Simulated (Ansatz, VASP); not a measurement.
**MgO: VASP beside Ansatz**

Contents of INCAR:

```
  PREC = Accurate
  ENCUT = 600
  EDIFF = 1E-6
  ISMEAR = 0
  SIGMA = 0.01
  LREAL = False
  LASPH = True
  NELM = 120
  ALGO = Normal
  ISIF = 2
  LWAVE = False
  LCHARG = False
  GGA = CA
  NBANDS = 11
  GGA_COMPAT = False
```

File KPOINTS:

```
regular mesh
0
Gamma
  10 10 10
```

Contents of POSCAR:

```
MgO
1.0
    0.0000000000      1.6595262518      1.6595262518
    1.6595262518      0.0000000000      1.6595262518
    1.6595262518      1.6595262518      0.0000000000
Mg O
1 1
Direct
    0.0000000000      0.0000000000      0.0000000000
    0.5000000000      0.5000000000      0.5000000000
```

Input for Ansatz:

```yaml
crystal:
  lattice:
    - [0.0, 1.6595262518, 1.6595262518]
    - [1.6595262518, 0.0, 1.6595262518]
    - [1.6595262518, 1.6595262518, 0.0]
  atoms:
    - { symbol: Mg, position: [0.0, 0.0, 0.0] }
    - { symbol: O, position: [0.5, 0.5, 0.5] }
scf:
  occupations: { method: fixed }
output:
  forces: true
  stress: true
  eigenvalues: true
  write_density: true
  write_potential: true
  elf: true
  volumetric_format: npy
hamiltonian:
  xc: lda
basis:
  ecutwfc: 700
kpoints:
  mp_grid: { grid: [10, 10, 10] }
```

Alike in both runs: task single point; functional LDA; k mesh 10 × 10 × 10; no spin polarisation.

|  | VASP | Ansatz |
| --- | --- | --- |
| version | VASP 6.6.1 | Ansatz 0.2.0 |
| potentials or method | VASP PAW LDA potentials, release 64 (Mg, O), cutoff 600 eV | scalar-relativistic, plane waves, PAW |
| occupations | gaussian, width 0.01 eV | fixed |
| valence electrons in the cell | 8 | 16 |

```tsv
	VASP	Ansatz	Ansatz less VASP
gap on the k mesh at the Fermi level (eV)	8.18	8.31	+0.128
least direct gap on the mesh (eV)	10.73	10.82	+0.091
```

LDA's correlation is that of Perdew and Zunger in VASP and of Perdew and Wang (1992) in Ansatz. VASP's potentials hold 8 valence electrons a cell and Ansatz's 16, so a difference there can come from the potentials and not from the codes.
